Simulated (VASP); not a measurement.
Crystal: As.

```
CELL_PARAMETERS angstrom
3.83229 0.00000 0.00000
-1.91615 3.31886 0.00000
0.00000 0.00000 6.32328
ATOMIC_POSITIONS crystal
As 0.33333 0.66667 0.43750
As 0.66667 0.33333 0.93750
As 0.66667 0.33333 0.56250
As 0.33333 0.66667 0.06250
```

```yaml
Program: VASP 6.6.1
Task: relaxation of cell and atoms
Functional: PBEsol
Potentials_or_basis: VASP PAW PBE potentials, release 64 (As)
Cutoff: 600 eV
k_mesh: 6 × 6 × 4
Occupations: gaussian, width 0.1 eV
Spin: no spin polarisation
```

At the start: pressure 29.8 GPa; volume 20.11 Å³/atom.

**Question.** How do energy, volume and symmetry change on relaxing?

**Answer.** Over 24 steps the energy falls by 660.2 meV/atom and the volume is 25.33 Å³/atom (+26.0 %); space group P6_3/mmc (No. 194, to 0.05 Å).

Step by step:
```
step  energy change (eV)  largest force (eV/Å)  pressure (GPa)  volume (Å³)
   1              0.0000                0.4469           29.81        80.42
   2             -1.6890                0.0602           -7.02       132.27
   3             -2.2480                0.0494           -0.13       110.44
   4             -2.2477                0.0469            0.20       109.78
   5             -2.2599                0.1324            0.29       109.72
   6             -2.2889                0.4390            0.59       109.47
   7             -2.2875                1.0718            0.94       108.56
   8             -2.2958                0.8366            0.90       109.00
   9             -2.2985                0.8417            0.86       109.04
  10             -2.3066                0.8569            0.74       109.13
  11             -2.3221                0.8817            0.48       109.32
  12             -2.3491                0.9413           -0.02       109.62
  13             -2.3489                1.2774           -0.35       110.00
  14             -2.3598                1.0918           -0.27       109.85
  15             -2.3980                0.9552           -0.67       109.92
  16             -2.4828                0.6209           -1.73       110.08
  17             -2.5148                0.0261           -3.68       110.25
  18             -2.5267                0.2533           -2.95       110.21
  19             -2.5796                0.1934           -2.21       107.69
  20             -2.6379                0.0684           -0.15       102.13
  21             -2.6387                0.0523            0.18       101.37
  22             -2.6387                0.0559            0.11       101.54
  23             -2.6395                0.0498            0.09       101.49
  24             -2.6408                0.0332            0.04       101.32
```

Final structure:
```
CELL_PARAMETERS angstrom
4.55887 0.00000 0.00000
-2.27943 3.94809 0.00000
0.00000 0.00000 5.62952
ATOMIC_POSITIONS crystal
As 0.33333 0.66667 0.46974
As 0.66667 0.33333 0.96974
As 0.66667 0.33333 0.53026
As 0.33333 0.66667 0.03026
```

Caveat: the volume moved by over 15 % at a fixed basis, so the end points are rough; the PAW data sets were made with another functional, which shifts forces and pressure a little.
